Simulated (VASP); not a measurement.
# Al (Fm-3m) in VASP: further runs

The runs below take Al through single point, relaxation of volume and atoms at fixed shape, with PBEsol.

Program: VASP 6.6.1. These are calculated values, not measurements. Logs are shortened: lines on timing, memory, paths and dates and some standing lists are left out, and cuts for length are marked.

## (1) The cell of the first run

The structure is cubic, space group Fm-3m (No. 225). Conventional cell: a = 4.008 Å, b = 4.008 Å, c = 4.008 Å, α = 90.00°, β = 90.00°, γ = 90.00°. Al (site symmetry m-3m) has 12 Al at 2.83 Å within 3.7 Å.

## (2) Single point, PBEsol

INCAR reads:

```
PREC     = Accurate       # precision mode
ENCUT    = 500            # plane-wave cutoff, eV
EDIFF    = 1E-6           # SCF threshold, eV
ISMEAR   = 0              # smearing method
SIGMA    = 0.05           # smearing width, eV
LREAL    = F              # projectors in reciprocal space
LASPH    = T              # aspherical terms in the spheres
NELM     = 120            # most SCF steps
ALGO     = Normal         # electronic algorithm
ISIF     = 2              # what is computed and relaxed
LWAVE    = F              # write WAVECAR
LCHARG   = F              # write CHGCAR
GGA      = PS             # functional
NBANDS   = 8              # bands
GGA_COMPAT= F
```

KPOINTS reads:

```
regular mesh
0
Gamma
  10 10 10
```

POSCAR reads:

```
Al
1.0
    0.0000000000      2.0038981668      2.0038981668
    2.0038981668      0.0000000000      2.0038981668
    2.0038981668      2.0038981668      0.0000000000
Al
1
Direct
    0.0000000000      0.0000000000      0.0000000000
```

Potentials or basis: VASP PAW PBE potentials, release 64 (Al).

Launch:

```
> cat potpaw_PBE.64/Al/POTCAR > POTCAR
> mpirun -np 1 vasp_std > vasp.out
```

OUTCAR:

```text
PREC = Accurate
   ENCUT = 500
   EDIFF = 1E-6
   ISMEAR = 0
   LREAL = F
   LASPH = T
   NELM = 120
   ISIF = 2
   GGA = PS

 ion  position               nearest neighbor table
   1  0.000  0.000  0.000-

  LATTYP: Found a face centered cubic cell.
 ALAT       =     4.0077963336

  Lattice vectors:

 A1 = (   0.0000000000,   2.0038981668,   2.0038981668)
 A2 = (   2.0038981668,   0.0000000000,   2.0038981668)
 A3 = (   2.0038981668,   2.0038981668,   0.0000000000)

Analysis of symmetry for initial positions (statically):
=====================================================================
 Subroutine PRICEL returns:
 Original cell was already a primitive cell.

 Routine SETGRP: Setting up the symmetry group for a
 face centered cubic supercell.

 Subroutine GETGRP returns: Found 48 space group operations
 (whereof 48 operations were pure point group operations)
 out of a pool of 48 trial point group operations.

The static configuration has the point symmetry O_h .

Analysis of symmetry for dynamics (positions and initial velocities):
=====================================================================
 Subroutine PRICEL returns:
 Original cell was already a primitive cell.

 Routine SETGRP: Setting up the symmetry group for a
 face centered cubic supercell.

 Subroutine GETGRP returns: Found 48 space group operations
 (whereof 48 operations were pure point group operations)
 out of a pool of 48 trial point group operations.

The dynamic configuration has the point symmetry O_h .

 Subroutine INISYM returns: Found 48 space group operations
 (whereof 48 operations are pure point group operations),
 and found     1 'primitive' translations

----------------------------------------------------------------------------------------

                                     Primitive cell

  volume of cell :      16.0937

  direct lattice vectors                    reciprocal lattice vectors
     0.000000000  2.003898167  2.003898167    -0.249513677  0.249513677  0.249513677
     2.003898167  0.000000000  2.003898167     0.249513677 -0.249513677  0.249513677
     2.003898167  2.003898167  0.000000000     0.249513677  0.249513677 -0.249513677

  length of vectors
     2.833939965  2.833939965  2.833939965     0.432170366  0.432170366  0.432170366

  position of ions in fractional coordinates (direct lattice)
     0.000000000  0.000000000  0.000000000

  ion indices of the primitive-cell ions
   primitive index   ion index
                 1           1

----------------------------------------------------------------------------------------

 KPOINTS: regular mesh

Automatic generation of k-mesh.
 Grid dimensions read from file:
 generate k-points for:   10   10   10

 Generating k-lattice:

  Cartesian coordinates                     Fractional coordinates (reciprocal lattice)
    -0.024951368  0.024951368  0.024951368     0.100000000  0.000000000  0.000000000
     0.024951368 -0.024951368  0.024951368     0.000000000  0.100000000  0.000000000
     0.024951368  0.024951368 -0.024951368     0.000000000  0.000000000  0.100000000

  Length of vectors
     0.043217037  0.043217037  0.043217037

  Shift w.r.t. Gamma in fractional coordinates (k-lattice)
     0.000000000  0.000000000  0.000000000

 Subroutine IBZKPT returns following result:
 ===========================================

 Found     47 irreducible k-points:

 Following reciprocal coordinates:
            Coordinates               Weight
  0.000000  0.000000  0.000000      1.000000
  0.100000  0.000000  0.000000      8.000000
  0.200000  0.000000  0.000000      8.000000
  0.300000  0.000000  0.000000      8.000000
  0.400000  0.000000  0.000000      8.000000
  0.500000  0.000000  0.000000      4.000000
[... 16 lines left out ...]
  0.300000  0.300000  0.000000      6.000000
  0.400000  0.300000  0.000000     24.000000
 [... further k-points ...]
   k-points           NKPTS =     47   k-points in BZ     NKDIM =     47   number of bands    NBANDS=      8
   number of dos      NEDOS =    301   number of ions     NIONS =      1
   total plane-waves  NPLWV =  13824
   dimension x,y,z NGX =    24 NGY =   24 NGZ =   24
   dimension x,y,z NGXF=    48 NGYF=   48 NGZF=   48
   ions per type =               1
   NGX,Y,Z   is equivalent  to a cutoff of  14.08, 14.08, 14.08 a.u.
   NGXF,Y,Z  is equivalent  to a cutoff of  28.16, 28.16, 28.16 a.u.
 SYSTEM =  unknown system
   PREC   = accura    normal or accurate (medium, high low for compatibility)
   ISTART =      0    job   : 0-new  1-cont  2-samecut
   ICHARG =      2    charge: 1-file 2-atom 10-const
   ISPIN  =      1    spin polarized calculation?
   LNONCOLLINEAR =      F non collinear calculations
   LSORBIT =      F    spin-orbit coupling
   LASPH  =      T    aspherical Exc in radial PAW
   ENCUT  =  500.0 eV  36.75 Ry    6.06 a.u.   5.17  5.17  5.17*2*pi/ulx,y,z
   NELM   =    120;   NELMIN=  2; NELMDL= -5     # of ELM steps
   EDIFF  = 0.1E-05   stopping-criterion for ELM
   LREAL  =      F    real-space projection
   EDIFFG = 0.1E-04   stopping-criterion for IOM
   NSW    =      0    number of steps for IOM
   IBRION =     -1    ionic relax: 0-MD 1-quasi-New 2-CG
   NFREE  =      0    steps in history (QN), initial steepest desc. (CG)
   ISIF   =      2    stress and relaxation
   ISYM   =      2    0-nonsym 1-usesym 2-fastsym
   POTIM  = 0.5000    time-step for ionic-motion
   TEBEG  =    0.0;   TEEND  =   0.0 temperature during run
   PSTRESS=    0.0 pullay stress
   NELECT =       3.0000    total number of electrons
   NUPDOWN=      -1.0000    fix difference up-down
   EMIN   =  10.00;   EMAX   =-10.00  energy-range for DOS
   EFERMI =   0.00;   METHOD = LEGACY
   ISMEAR =     0;   SIGMA  =   0.05  broadening in eV -4-tet -1-fermi 0-gaus
   EFERMI_NEDOS =   21; number of points for ismear=-14 and -15
   IALGO  =     38    algorithm
   IMIX   =      4    mixing-type and parameters
     AMIX     =   0.40;   BMIX     =  1.00
     AMIX_MAG =   1.60;   BMIX_MAG =  1.00
  volume/ion in A,a.u.               =      16.09       108.61
  Fermi-wavevector in a.u.,A,eV,Ry     =   0.935182  1.767238 11.899191  0.874566
  Thomas-Fermi vector in A             =   2.062063
   LORBIT       =      0    0 simple, 1 ext, 2 COOP (PROOUT), +10 PAW based schemes
   GGA     = PS    functional components
   LHFCALC =     F    Hartree Fock is set to
   AEXX    =    0.0000 exact exchange contribution
   IVDW    =     0    specifies the selected vdW correction
   LEPSILON=     F    determine dielectric tensor
   LRPA    =     F    only Hartree local field effects (RPA)
 non-spin polarized calculation
 Gauss-broadening in eV      SIGMA  =   0.05
  energy-cutoff  :      500.00
  volume of cell :       16.09
 maximum number of plane-waves:       423
 NGX is ok and might be reduce to    24
   NGX = 11   NGY = 11   NGZ = 11

 number of electron       3.0000000 magnetization

 Free energy of the ion-electron system (eV)
  ---------------------------------------------------
  ext. energy  EPLUGINS =         0.00000000
  ---------------------------------------------------
  free energy    TOTEN  =        -4.07282368 eV

  energy without entropy =       -4.07129479  energy(sigma->0) =       -4.07205923

 E-fermi :   8.3235     XC(G=0): -10.3490

 val. band max:        8.3234093915   @ k =  -0.4000   0.4000   0.0000
 cond. band min:       8.4296688497   @ k =  -0.3000   0.2000   0.0000
 fundamental gap:      0.1062594582
 Fermi energy:         8.3235326828

 k-point     1 :       0.0000    0.0000    0.0000
  band No.  band energies     occupation
      1      -3.0921      2.00000
      2      20.9434      0.00000
      3      20.9434      0.00000
      4      20.9434      0.00000
      5      22.6244      0.00000
      6      22.6244      0.00000
      7      22.6244      0.00000
      8      24.8766      0.00000

 k-point     2 :       0.1000    0.0000    0.0000
  band No.  band energies     occupation
      1      -2.8160      2.00000
      2      17.6582      0.00000
      3      20.2573      0.00000
      4      20.2573      0.00000
      5      23.2295      0.00000
      6      23.7294      0.00000
      7      23.7294      0.00000
      8      26.5421      0.00000

 k-point     3 :       0.2000    0.0000    0.0000
  band No.  band energies     occupation
      1      -1.9910      2.00000
      2      13.6134      0.00000
      3      19.5084      0.00000
      4      19.5084      0.00000
      5      22.9235      0.00000
      6      24.0939      0.00000
      7      24.0939      0.00000
      8      26.1711      0.00000

 k-point     4 :       0.3000    0.0000    0.0000
  band No.  band energies     occupation
      1      -0.6269      2.00000
      2       9.8705      0.00000
      3      19.1592      0.00000
      4      19.1592      0.00000
      5      22.3002      0.00000
      6      22.3002      0.00000
      7      22.7417      0.00000
      8      26.3713      0.00000

 k-point     5 :       0.4000    0.0000    0.0000
  band No.  band energies     occupation
      1       1.2605      2.00000
      2       6.5400      2.00000
      3      19.2568      0.00000
      4      19.2568      0.00000
      5      20.8358      0.00000
      6      20.8358      0.00000
      7      22.9507      0.00000
      8      24.8199      0.00000
[... 177 lines left out ...]
 k-point    22 :      -0.2000    0.2000    0.0000
  band No.  band energies     occupation
      1      -0.1752      2.00000
      2      11.3061      0.00000
      3      12.8656      0.00000
      4      19.5672      0.00000
      5      21.6145      0.00000
      6      23.7925      0.00000
      7      24.9196      0.00000
      8      25.9200      0.00000

 k-point    23 :       0.3000    0.3000    0.0000
  band No.  band energies     occupation
      1       0.1842      2.00000
      2      14.1701      0.00000
      3      14.9166      0.00000
      4      15.1569      0.00000
      5      15.1569      0.00000
      6      18.8054      0.00000
      7      30.7937      0.00000
      8      32.0261      0.00000

 k-point    24 :       0.4000    0.3000    0.0000
  band No.  band energies     occupation
      1       1.5240      2.00000
      2      11.6732      0.00000
      3      12.1649      0.00000
      4      14.7701      0.00000
      5      16.0591      0.00000
      6      19.7653      0.00000
      7      30.1063      0.00000
      8      32.4251      0.00000

 [... further k-points ...]

------------------------ aborting loop because EDIFF is reached ----------------------------------------

  FORCE on cell =-STRESS in cart. coord.  units (eV):
  Direction    XX          YY          ZZ          XY          YZ          ZX
  --------------------------------------------------------------------------------------
  -------------------------------------------------------------------------------------
  Total        0.0056789      0.0056789      0.0056789      0.0000000      0.0000000      0.0000000
  in kB        0.5653511      0.5653511      0.5653511      0.0000000      0.0000000      0.0000000
  external PRESSURE =       0.5653511 kB  Pullay stress =       0.0000000 kB

 VOLUME and BASIS-vectors are now :
 -----------------------------------------------------------------------------
  energy-cutoff  :      500.00
  volume of cell :       16.09
      direct lattice vectors                 reciprocal lattice vectors
     0.000000000  2.003898167  2.003898167    -0.249513677  0.249513677  0.249513677
     2.003898167  0.000000000  2.003898167     0.249513677 -0.249513677  0.249513677
     2.003898167  2.003898167  0.000000000     0.249513677  0.249513677 -0.249513677

 POSITION                                       TOTAL-FORCE (eV/Angst)
 -----------------------------------------------------------------------------------
      0.00000      0.00000      0.00000         0.000000      0.000000     -0.000000
 -----------------------------------------------------------------------------------
    total drift:                               -0.000000      0.000000      0.000000

  FREE ENERGIE OF THE ION-ELECTRON SYSTEM (eV)
  ---------------------------------------------------
  free  energy   TOTEN  =        -4.0728236821 eV

  energy  without entropy=       -4.0712947870  energy(sigma->0) =       -4.07205923
```

It took 4.5 s on 1 thread of Intel Xeon 8259CL, shared host; peak memory 0.13 GiB.

Results:

```
Free energy            : -4.0728 eV
Pressure               : 0.1 GPa
Band gap on the k mesh : zero (an odd number of electrons rules out a gap without spin polarisation)
```

Levels at points of the mesh, in eV from the Fermi level:
| k point | band 1 | band 2 | band 3 | band 4 | band 5 | band 6 |
| --- | --- | --- | --- | --- | --- | --- |
| (0.00, 0.00, 0.00) | -11.42 | 12.62 | 12.62 | 12.62 | 14.30 | 14.30 |
| (0.50, 0.00, 0.00) | -4.81 | -4.52 | 11.44 | 11.44 | 11.55 | 11.55 |
| (0.50, 0.50, 0.00) | -3.09 | -1.73 | 5.14 | 5.59 | 5.59 | 9.18 |

Caveat: the PAW data sets were made with another functional, which shifts forces and pressure a little.

(Part 1 of 2 ends here.)

The gap in the log of VASP goes by the Fermi energy; the results here count the filled bands.